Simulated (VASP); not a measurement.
# Ta (Im-3m) in VASP: a series of runs

The runs below take Ta through single point, with r2SCAN.

Everything below comes from runs of VASP 6.6.1. Logs are shortened: lines on timing, memory, paths and dates and some standing lists are left out, and cuts for length are marked.

## 1. The cell of the first run

The structure is cubic, space group Im-3m (No. 229). The conventional cell has a = 3.307 Å, b = 3.307 Å, c = 3.307 Å, α = 90.00°, β = 90.00°, γ = 90.00°. Ta (site symmetry m-3m) has 14 Ta at 2.86 to 3.31 Å within 3.8 Å.

## 2. Single point, r2SCAN

File POSCAR:

```
Ta
1.0
   -1.6533592789      1.6533592789      1.6533592789
    1.6533592789     -1.6533592789      1.6533592789
    1.6533592789      1.6533592789     -1.6533592789
Ta
1
Direct
    0.0000000000      0.0000000000      0.0000000000
```

File INCAR.step1:

```
PREC = Accurate
ENCUT = 520
ISMEAR = -1
SIGMA = 0.1
LREAL = False
LASPH = True
NELM = 100
NBANDS = 12
GGA = PE
ALGO = Normal
EDIFF = 1E-4
LWAVE = True
LCHARG = False
```

File INCAR.step2:

```
PREC = Accurate
ENCUT = 520
EDIFF = 1E-7
ISMEAR = -1
SIGMA = 0.1
LREAL = False
LASPH = True
NELM = 100
ALGO = Normal
ISIF = 2
LWAVE = False
LCHARG = False
METAGGA = R2SCAN
LMIXTAU = True
NBANDS = 12
ISTART = 1
```

File KPOINTS:

```
Automatic mesh
0
Gamma
  6 6 6
```

Potentials or basis: VASP PAW PBE potentials, release 64 (Ta_pv).

Launch:

```sh
> cat potpaw_PBE.64/Ta_pv/POTCAR > POTCAR
> cp INCAR.step1 INCAR
> mpirun -np 1 vasp_std > vasp.out
> cp INCAR.step2 INCAR
> mpirun -np 1 vasp_std > vasp.out
```

OUTCAR:

```text
PREC = Accurate
   ENCUT = 520
   EDIFF = 1E-7
   ISMEAR = -1
   LREAL = False
   LASPH = True
   NELM = 100
   ISIF = 2
   METAGGA = R2SCAN
   ISTART = 1

 ion  position               nearest neighbor table
   1  0.000  0.000  0.000-

  LATTYP: Found a body centered cubic cell.
 ALAT       =     3.3067185578

  Lattice vectors:

 A1 = (  -1.6533592789,   1.6533592789,   1.6533592789)
 A2 = (   1.6533592789,  -1.6533592789,   1.6533592789)
 A3 = (   1.6533592789,   1.6533592789,  -1.6533592789)

Analysis of symmetry for initial positions (statically):
=====================================================================
 Subroutine PRICEL returns:
 Original cell was already a primitive cell.

 Routine SETGRP: Setting up the symmetry group for a
 body centered cubic supercell.

 Subroutine GETGRP returns: Found 48 space group operations
 (whereof 48 operations were pure point group operations)
 out of a pool of 48 trial point group operations.

The static configuration has the point symmetry O_h .

Analysis of symmetry for dynamics (positions and initial velocities):
=====================================================================
 Subroutine PRICEL returns:
 Original cell was already a primitive cell.

 Routine SETGRP: Setting up the symmetry group for a
 body centered cubic supercell.

 Subroutine GETGRP returns: Found 48 space group operations
 (whereof 48 operations were pure point group operations)
 out of a pool of 48 trial point group operations.

The dynamic configuration has the point symmetry O_h .

 Subroutine INISYM returns: Found 48 space group operations
 (whereof 48 operations are pure point group operations),
 and found     1 'primitive' translations

----------------------------------------------------------------------------------------

                                     Primitive cell

  volume of cell :      18.0785

  direct lattice vectors                    reciprocal lattice vectors
    -1.653359279  1.653359279  1.653359279     0.000000000  0.302414609  0.302414609
     1.653359279 -1.653359279  1.653359279     0.302414609  0.000000000  0.302414609
     1.653359279  1.653359279 -1.653359279     0.302414609  0.302414609  0.000000000

  length of vectors
     2.863702274  2.863702274  2.863702274     0.427678842  0.427678842  0.427678842

  position of ions in fractional coordinates (direct lattice)
     0.000000000  0.000000000  0.000000000

  ion indices of the primitive-cell ions
   primitive index   ion index
                 1           1

----------------------------------------------------------------------------------------

 KPOINTS: Automatic mesh

Automatic generation of k-mesh.
 Grid dimensions read from file:
 generate k-points for:    6    6    6

 Generating k-lattice:

  Cartesian coordinates                     Fractional coordinates (reciprocal lattice)
     0.000000000  0.050402435  0.050402435     0.166666667  0.000000000  0.000000000
     0.050402435  0.000000000  0.050402435     0.000000000  0.166666667  0.000000000
     0.050402435  0.050402435  0.000000000     0.000000000  0.000000000  0.166666667

  Length of vectors
     0.071279807  0.071279807  0.071279807

  Shift w.r.t. Gamma in fractional coordinates (k-lattice)
     0.000000000  0.000000000  0.000000000

 Subroutine IBZKPT returns following result:
 ===========================================

 Found     16 irreducible k-points:

 Following reciprocal coordinates:
            Coordinates               Weight
  0.000000  0.000000  0.000000      1.000000
  0.166667  0.000000  0.000000     12.000000
  0.333333  0.000000  0.000000     12.000000
  0.500000  0.000000  0.000000      6.000000
  0.166667  0.166667  0.000000     24.000000
  0.333333  0.166667 -0.000000     48.000000
[... 8 lines left out ...]
  0.500000  0.500000  0.333333     12.000000
  0.500000  0.500000  0.500000      1.000000
   k-points           NKPTS =     16   k-points in BZ     NKDIM =     16   number of bands    NBANDS=     12
   number of dos      NEDOS =    301   number of ions     NIONS =      1
   total plane-waves  NPLWV =  13824
   dimension x,y,z NGX =    24 NGY =   24 NGZ =   24
   dimension x,y,z NGXF=    48 NGYF=   48 NGZF=   48
   ions per type =               1
   NGX,Y,Z   is equivalent  to a cutoff of  13.93, 13.93, 13.93 a.u.
   NGXF,Y,Z  is equivalent  to a cutoff of  27.87, 27.87, 27.87 a.u.
 SYSTEM =  unknown system
   PREC   = accura    normal or accurate (medium, high low for compatibility)
   ISTART =      1    job   : 0-new  1-cont  2-samecut
   ICHARG =      0    charge: 1-file 2-atom 10-const
   ISPIN  =      1    spin polarized calculation?
   LNONCOLLINEAR =      F non collinear calculations
   LSORBIT =      F    spin-orbit coupling
   LASPH  =      T    aspherical Exc in radial PAW
   ENCUT  =  520.0 eV  38.22 Ry    6.18 a.u.   5.32  5.32  5.32*2*pi/ulx,y,z
   NELM   =    100;   NELMIN=  2; NELMDL=  0     # of ELM steps
   EDIFF  = 0.1E-06   stopping-criterion for ELM
   LREAL  =      F    real-space projection
   EDIFFG = 0.1E-05   stopping-criterion for IOM
   NSW    =      0    number of steps for IOM
   IBRION =     -1    ionic relax: 0-MD 1-quasi-New 2-CG
   NFREE  =      0    steps in history (QN), initial steepest desc. (CG)
   ISIF   =      2    stress and relaxation
   ISYM   =      2    0-nonsym 1-usesym 2-fastsym
   POTIM  = 0.5000    time-step for ionic-motion
   TEBEG  =    0.0;   TEEND  =   0.0 temperature during run
   PSTRESS=    0.0 pullay stress
   NELECT =      11.0000    total number of electrons
   NUPDOWN=      -1.0000    fix difference up-down
   EMIN   =  10.00;   EMAX   =-10.00  energy-range for DOS
   EFERMI =   0.00;   METHOD = LEGACY
   ISMEAR =    -1;   SIGMA  =   0.10  broadening in eV -4-tet -1-fermi 0-gaus
   EFERMI_NEDOS =   21; number of points for ismear=-14 and -15
   IALGO  =     38    algorithm
   IMIX   =      4    mixing-type and parameters
     AMIX     =   0.40;   BMIX     =  1.00
     AMIX_MAG =   1.60;   BMIX_MAG =  1.00
  volume/ion in A,a.u.               =      18.08       122.00
  Fermi-wavevector in a.u.,A,eV,Ry     =   1.387241  2.621505 26.183552  1.924437
  Thomas-Fermi vector in A             =   2.511480
   LORBIT       =      0    0 simple, 1 ext, 2 COOP (PROOUT), +10 PAW based schemes
   METAGGA = R2SCAN    functional components
   LHFCALC =     F    Hartree Fock is set to
   AEXX    =    0.0000 exact exchange contribution
   IVDW    =     0    specifies the selected vdW correction
   LEPSILON=     F    determine dielectric tensor
   LRPA    =     F    only Hartree local field effects (RPA)
 non-spin polarized calculation
  energy-cutoff  :      520.00
  volume of cell :       18.08
 maximum number of plane-waves:       498
 NGX is ok and might be reduce to    24
   NGX = 11   NGY = 11   NGZ = 11

 number of electron      11.0000002 magnetization

 Free energy of the ion-electron system (eV)
  ---------------------------------------------------
  ext. energy  EPLUGINS =         0.00000000
  ---------------------------------------------------
  free energy    TOTEN  =       -48.54416294 eV

  energy without entropy =      -48.47702958  energy(sigma->0) =      -48.51059626

 E-fermi :   5.2350     XC(G=0): -13.7539

 val. band max:        5.1434402503   @ k =   0.3333   0.1667  -0.0000
 cond. band min:       5.2390571656   @ k =   0.3333   0.0000   0.0000
 fundamental gap:      0.0956169153
 Fermi energy:         5.2350352562

 k-point     1 :       0.0000    0.0000    0.0000
  band No.  band energies     occupation
      1     -28.9749      2.00000
      2     -28.9749      2.00000
      3     -28.9749      2.00000
      4      -3.0190      2.00000
      5       6.1277      0.00027
      6       6.1277      0.00027
      7       6.1277      0.00027
      8       9.5943      0.00000
      9       9.5943      0.00000
     10      17.3089      0.00000
     11      21.0541      0.00000
     12      21.0541      0.00000

 k-point     2 :       0.1667    0.0000    0.0000
  band No.  band energies     occupation
      1     -29.2999      2.00000
      2     -29.0749      2.00000
      3     -28.9768      2.00000
      4      -1.8143      2.00000
      5       5.3971      0.33016
      6       5.7174      0.01595
      7       7.3545      0.00000
      8       8.8759      0.00000
      9       9.6308      0.00000
     10      17.3086      0.00000
     11      21.7719      0.00000
     12      23.1892      0.00000

 k-point     3 :       0.3333    0.0000    0.0000
  band No.  band energies     occupation
      1     -29.9068      2.00000
      2     -29.2696      2.00000
      3     -28.9808      2.00000
      4       0.3543      2.00000
      5       4.2248      1.99992
      6       5.2391      0.97989
      7       9.3135      0.00000
      8      10.0497      0.00000
      9      10.6157      0.00000
     10      17.3066      0.00000
     11      19.6444      0.00000
     12      20.4406      0.00000
[... 166 lines left out ...]
 k-point    15 :       0.5000    0.5000    0.3333
  band No.  band energies     occupation
      1     -29.9136      2.00000
      2     -29.7080      2.00000
      3     -29.6193      2.00000
      4       1.9998      2.00000
      5       2.2577      2.00000
      6       8.4250      0.00000
      7       8.4551      0.00000
      8      12.5860      0.00000
      9      14.0763      0.00000
     10      16.1157      0.00000
     11      17.3134      0.00000
     12      18.0728      0.00000

 k-point    16 :       0.5000    0.5000    0.5000
  band No.  band energies     occupation
      1     -29.8178      2.00000
      2     -29.8178      2.00000
      3     -29.8178      2.00000
      4       1.3652      2.00000
      5       1.3652      2.00000
      6      12.3588      0.00000
      7      12.3588      0.00000
      8      12.3588      0.00000
      9      14.2733      0.00000
     10      14.2733      0.00000
     11      14.2733      0.00000
     12      17.3034      0.00000

------------------------ aborting loop because EDIFF is reached ----------------------------------------

  FORCE on cell =-STRESS in cart. coord.  units (eV):
  Direction    XX          YY          ZZ          XY          YZ          ZX
  --------------------------------------------------------------------------------------
  -------------------------------------------------------------------------------------
  Total        0.3279347      0.3279347      0.3279347      0.0000000     -0.0000000     -0.0000000
  in kB       29.0627208     29.0627208     29.0627208      0.0000000     -0.0000000     -0.0000000
  external PRESSURE =      29.0627208 kB  Pullay stress =       0.0000000 kB

 VOLUME and BASIS-vectors are now :
 -----------------------------------------------------------------------------
  energy-cutoff  :      520.00
  volume of cell :       18.08
      direct lattice vectors                 reciprocal lattice vectors
    -1.653359279  1.653359279  1.653359279     0.000000000  0.302414609  0.302414609
     1.653359279 -1.653359279  1.653359279     0.302414609  0.000000000  0.302414609
     1.653359279  1.653359279 -1.653359279     0.302414609  0.302414609  0.000000000

 POSITION                                       TOTAL-FORCE (eV/Angst)
 -----------------------------------------------------------------------------------
      0.00000      0.00000      0.00000        -0.000000      0.000000     -0.000000
 -----------------------------------------------------------------------------------
    total drift:                                0.000000      0.000000      0.000000

  FREE ENERGIE OF THE ION-ELECTRON SYSTEM (eV)
  ---------------------------------------------------
  free  energy   TOTEN  =       -48.5441629384 eV

  energy  without entropy=      -48.4770295831  energy(sigma->0) =      -48.51059626
```

It took 24 s on 1 thread of Intel Xeon 8259CL, shared host; peak memory 0.14 GiB.

What came out:

* Free energy: -48.5442 eV
* Pressure: 2.9 GPa

Caveat: the k points lie up to 0.45 Å⁻¹ apart; the PAW data sets were made with another functional, which shifts forces and pressure a little; spin-orbit coupling is left out, which moves the levels of the heavy elements.

(Continued in part 2 of 2.)
